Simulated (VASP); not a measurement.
Write the native input for VASP 6.6.1 that does the following.

```
Task                   : single point
Functional             : PBE
Potentials or basis    : VASP PAW PBE potentials, release 64 (Ca_sv, Dy_3, As), 4f in core
Cutoff                 : 500 eV
k mesh                 : 4 × 4 × 4
Occupations            : gaussian, width 0.1 eV
Spin                   : no spin polarisation
Dipole correction      : no
Mended                 : yes
Further INCAR settings : ALGO = Normal; EDIFF = 1e-06; NBANDS = 25
```

The structure of CaDyAs3 lies in POSCAR:

```
CaDyAs3
1.0
    5.3739294211      0.0000000000      0.0000000000
    0.0000000000      5.3739294211      0.0000000000
    0.0000000000      0.0000000000      5.3739294211
Ca Dy As
1 1 3
Direct
    0.0000000000      0.0000000000      0.0000000000
    0.5000000000      0.5000000000      0.5000000000
    0.0000000000      0.5000000000      0.5000000000
    0.5000000000      0.0000000000      0.5000000000
    0.5000000000      0.5000000000      0.0000000000
```

The cell was built from a structure type or drawn by symmetry, and may not be a known phase.

The input as run:

INCAR

```
PREC     = Accurate       # precision mode
ENCUT    = 500            # plane-wave cutoff, eV
EDIFF    = 1E-6           # SCF threshold, eV
ISMEAR   = 0              # smearing method
SIGMA    = 0.1            # smearing width, eV
LREAL    = False          # projectors in reciprocal space
LASPH    = True           # aspherical terms in the spheres
NELM     = 200            # most SCF steps
ALGO     = Normal         # electronic algorithm
ISIF     = 2              # what is computed and relaxed
LWAVE    = False          # write WAVECAR
LCHARG   = False          # write CHGCAR
GGA      = PE             # functional
NBANDS   = 25             # bands
GGA_COMPAT= False        
LMAXMIX  = 6              # l up to which the mixer works
```

KPOINTS

```
Automatic mesh
0
Gamma
  4 4 4
```

Potentials or basis: VASP PAW PBE potentials, release 64 (Ca_sv, Dy_3, As), 4f in core.

Launch:

```sh
$ cat potpaw_PBE.64/Ca_sv/POTCAR potpaw_PBE.64/Dy_3/POTCAR potpaw_PBE.64/As/POTCAR > POTCAR
$ mpirun -np 1 vasp_std > vasp.out
```

It gave:

- Pressure: 0.2 GPa
- Band gap on the k mesh: zero (bands 17 and 18 overlap by 1.47 eV)

Caveat: spin-orbit coupling is left out, which moves the levels of the heavy elements; the 4f electrons are frozen in the core, so they carry no moment and show no levels.

It took 24 s on 1 thread of Intel(R) Xeon(R) 6975P-C (Granite Rapids), on a shared host, peak memory 0.25 GiB.
